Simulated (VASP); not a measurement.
## Ca: single point with LDA

Crystal: Ca.

```
CELL_PARAMETERS angstrom
0.00000 2.79420 2.79420
2.79420 0.00000 2.79420
2.79420 2.79420 0.00000
ATOMIC_POSITIONS crystal
Ca 0.00000 0.00000 0.00000
```

| Item | Value |
| --- | --- |
| Program | VASP 6.6.1 |
| Task | single point |
| Functional | LDA |
| Potentials or basis | VASP PAW LDA potentials, release 64 (Ca_sv) |
| Cutoff | 520 eV |
| k mesh | 8 × 8 × 8 |
| Occupations | fermi-dirac, width 0.05 eV |
| Spin | no spin polarisation |

```
Pressure               : -2.1 GPa
Band gap on the k mesh : zero (band 5 reaches 1.85 eV, above the bottom of band 6 at 1.53 eV)
```

Levels at points of the mesh, in eV from the Fermi level:
```tsv
k point	band 1	band 2	band 3	band 4	band 5	band 6	band 7	band 8	band 9	band 10
(0.00, 0.00, 0.00)	-41.61	-22.82	-22.82	-22.82	-3.93	2.20	2.20	2.20	3.22	3.22
(0.50, 0.00, 0.00)	-41.60	-22.95	-22.84	-22.84	-0.99	-0.09	2.10	2.10	3.88	3.88
(0.50, 0.50, 0.00)	-41.59	-22.94	-22.87	-22.87	-0.43	0.55	0.98	3.87	4.05	4.05
```

Run time: 25 s on 1 thread of Intel Xeon 8259CL, with other jobs on the host, peak memory 0.15 GiB.
